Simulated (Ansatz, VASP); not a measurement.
**One calculation of MgO, two programs**

```xyz
4
Lattice="3.3153 0.0000 0.0000 -1.6576 2.8711 0.0000 0.0000 0.0000 5.1215" Properties=species:S:1:pos:R:3 pbc="T T T"
Mg   -0.0373    1.9514    0.0324
Mg    1.6949    0.9197    2.5931
O     0.0345    1.8796    2.0398
O     1.6232    0.9915    4.6006
```

Change from the starting cell: mode 4 frozen in at -0.037 Å and mode 5 at +0.037 Å (largest displacements).

Alike in both runs: task single point; functional PBE; k mesh 9 × 9 × 6; occupations gaussian, width 0.05 eV; no spin polarisation.

|  | VASP | Ansatz |
| --- | --- | --- |
| version | VASP 6.6.1 | Ansatz 0.2.0 |
| potentials or method | VASP PAW PBE potentials, release 64 (Mg, O), cutoff 520 eV | scalar-relativistic, plane waves, PAW |
| valence electrons in the cell | 16 | 32 |

```tsv
	VASP	Ansatz	Ansatz less VASP
gap on the k mesh at the Fermi level (eV)	3.37	3.39	+0.020
least direct gap on the mesh (eV)	3.37	3.39	+0.020
pressure (GPa)	-0.5	-0.1	+0.44
traceless stress, the component that is largest in VASP (GPa)	0.08	0.05	-0.029
rms of the force components (eV/Å)	0.078	0.077	-0.0008
```

Atom by atom the forces differ by 0.001 eV/Å (rms over components). With one functional, cell and mesh, what is left measures potentials, basis and numerics. VASP's potentials hold 16 valence electrons a cell and Ansatz's 32, so a difference there can come from the potentials and not from the codes.
